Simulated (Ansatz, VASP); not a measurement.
## Two plane-wave programs on Pt

```
Pt
1.0
     1.36736    0.78945    6.99132
    -1.36736    0.78945    6.99132
     0.00000   -1.57889    6.99132
Pt
3
Cartesian
  0.0000 0.0000 0.0000
  0.0000 0.0000 4.6710
  0.0000 0.0000 16.3029
```

Alike in both runs: functional PBEsol; k mesh 9 × 9 × 9; occupations gaussian, width 0.1 eV; no spin polarisation.

Ansatz relaxed the structure, and its values are those at the end. VASP's run is a single point on that final structure, the one shown.

```csv
,VASP,Ansatz
version,VASP 6.6.1,Ansatz 0.2.0
potentials or method,"VASP PAW PBE potentials, release 64 (Pt), cutoff 520 eV","scalar-relativistic, plane waves, PAW"
valence electrons in the cell,30,54
```

```csv
,VASP,Ansatz,Ansatz less VASP
gap on the k mesh at the Fermi level (eV),none,none,-
pressure (GPa),-0.5,-0.1,+0.42
```

VASP's potentials were made for PBE, not for PBEsol. A gap of «none» marks a metal or a gap that the smearing closes. The functional is the same, so the differences come from potentials, cutoffs and numerics. VASP's potentials hold 30 valence electrons a cell and Ansatz's 54, so a difference there can come from the potentials and not from the codes.

Spin-orbit coupling is off throughout.
